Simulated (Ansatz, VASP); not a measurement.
One calculation of Sr, two programs

```
CELL_PARAMETERS angstrom
4.10772 0.00000 0.00000
-2.05386 3.96394 0.00000
0.00000 0.00000 6.76785
ATOMIC_POSITIONS crystal
Sr 0.33333 0.66667 0.25000
Sr 0.66667 0.33333 0.75000
```

Change from the starting cell: strain +e along x and -e along y -0.0550, strain +e along z and -e/2 along x and y -0.0350.

Alike in both runs: task single point; functional PBE; k mesh 12 × 12 × 6; occupations gaussian, width 0.15 eV; no spin polarisation.

|  | VASP | Ansatz |
| --- | --- | --- |
| version | VASP 6.6.1 | Ansatz 0.2.0 |
| potentials or method | VASP PAW PBE potentials, release 64 (Sr_sv), cutoff 520 eV | scalar-relativistic, plane waves, PAW |
| valence electrons in the cell | 20 | 20 |

```tsv
	VASP	Ansatz	Ansatz less VASP
gap on the k mesh at the Fermi level (eV)	none	none	-
pressure (GPa)	0.1	0.1	0.00
traceless stress, the component that is largest in VASP (GPa)	-1.29	-1.29	+0.004
rms of the force components (eV/Å)	0.063	0.063	-0.0001
```

Atom by atom the forces differ by 0.000 eV/Å (rms over components). A gap of «none» marks a metal or a gap that the smearing closes.
